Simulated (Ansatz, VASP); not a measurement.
**One calculation of Zr, two programs**

Contents of INCAR:

```
SYSTEM = Zr
  PREC = Accurate
  ENCUT = 600
  EDIFF = 1E-6
  ISMEAR = -1
  SIGMA = 0.05
  LREAL = .FALSE.
  LASPH = .TRUE.
  NELM = 100
  ALGO = Normal
  ISIF = 3
  LWAVE = .FALSE.
  LCHARG = .FALSE.
  GGA = RE
  IBRION = 2
  NSW = 60
  EDIFFG = -0.01
```

KPOINTS

```
regular mesh
0
G
  9 9 5
  0 0 0
```

File POSCAR:

```
Zr
1.0
    3.2320000000      0.0000000000      0.0000000000
   -1.6160000000      2.7989941050      0.0000000000
    0.0000000000      0.0000000000      5.1470000000
Zr
2
Direct
    0.6666666667      0.3333333333      0.7500000000
    0.3333333333      0.6666666667      0.2500000000
```

Contents of input.yaml:

```yaml
crystal:
  lattice:
    - [3.232, 0.0, 0.0]
    - [-1.616, 2.798994105, 0.0]
    - [0.0, 0.0, 5.147]
  atoms:
    - { symbol: Zr, position: [0.6666666667, 0.3333333333, 0.75] }
    - { symbol: Zr, position: [0.3333333333, 0.6666666667, 0.25] }
hamiltonian:
  xc: revpbe
  pseudopotentials: { kind: paw }
kpoints:
  mp_grid: { grid: [9, 9, 5] }
scf:
  occupations: { method: fermi_dirac, width: 0.05 }
output:
  forces: true
  stress: true
relax:
  f_tol: 0.01
  max_steps: 40
  cell: { stress_tol: 0.05 }
```

Alike in both runs: task relaxation of cell and atoms; functional revPBE; k mesh 9 × 9 × 5; occupations fermi-dirac, width 0.05 eV; no spin polarisation.

|  | VASP | Ansatz |
| --- | --- | --- |
| version | VASP 6.6.1 | Ansatz 0.2.0 |
| potentials or method | VASP PAW PBE potentials, release 64 (Zr_sv) | Ansatz PAW |
| plane-wave cutoff (eV) | 600 | 420 |
| valence electrons in the cell | 24 | 24 |

|  | VASP | Ansatz | Ansatz less VASP |
| --- | --- | --- | --- |
| relaxed volume (Å³/atom) | 23.80 | 23.79 | -0.003 |
| relaxed cell length with the largest relative difference (Å) | 5.204 | 5.206 | +0.0027 |

VASP's potentials were made for PBE, not for revPBE.

Noted on Ansatz's run: the plane-wave basis is chosen anew once the cell has moved, so the energies of steps on either side of that aren't comparable.
